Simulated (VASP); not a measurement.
**V: single point with PBEsol**

Crystal: V.

```xyz
2
Lattice="-3.0287 3.0287 3.0287 1.5144 -1.5144 1.5144 1.5144 1.5144 -1.5144" Properties=species:S:1:pos:R:3 pbc="T T T"
V     0.0000    0.0000    0.0000
V    -1.5144    1.5144    1.5144
```

```
Program             : VASP 6.6.1
Task                : single point
Functional          : PBEsol
Potentials or basis : VASP PAW PBE potentials, release 64 (V_sv)
Cutoff              : 520 eV
k mesh              : 15 × 15 × 15
Occupations         : fermi-dirac, width 0.05 eV
Spin                : collinear spin, ferromagnetic start
Starting moments    : [1.5, 1.5] μB
```

```json
{
  "Pressure": "-12.0 GPa",
  "Band gap on the k mesh": "zero (filled and empty bands overlap)",
  "Net moment": "0.00 μB per cell",
  "Valence electrons inside the program's atomic spheres": "V 11.61"
}
```

Stress tensor (GPa, compression positive):
```
-12.04   0.00   0.00
  0.00 -11.94   0.10
  0.00   0.10 -11.94
```

Levels at points of the mesh, in eV from the Fermi level:
Spin up:
| k point | band 9 | band 10 | band 11 | band 12 | band 13 | band 14 | band 15 | band 16 | band 17 | band 18 |
| --- | --- | --- | --- | --- | --- | --- | --- | --- | --- | --- |
| (0.00, 0.00, 0.00) | -6.53 | -3.09 | -1.08 | 0.40 | 0.40 | 0.40 | 1.54 | 2.32 | 2.33 | 2.33 |
Spin down:
```
           k point  band 10  band 11  band 12  band 13  band 14  band 15  band 16  band 17
(0.00, 0.00, 0.00)    -3.09    -1.08     0.40     0.40     0.40     1.54     2.32     2.33
```

Run time: 12 min on 1 thread of Oxide Virtual Turin-like Processor, with other jobs on the host, peak memory 0.47 GiB.

Caveat: the cell stands under tension; the PAW data sets were made with another functional, which shifts forces and pressure a little.
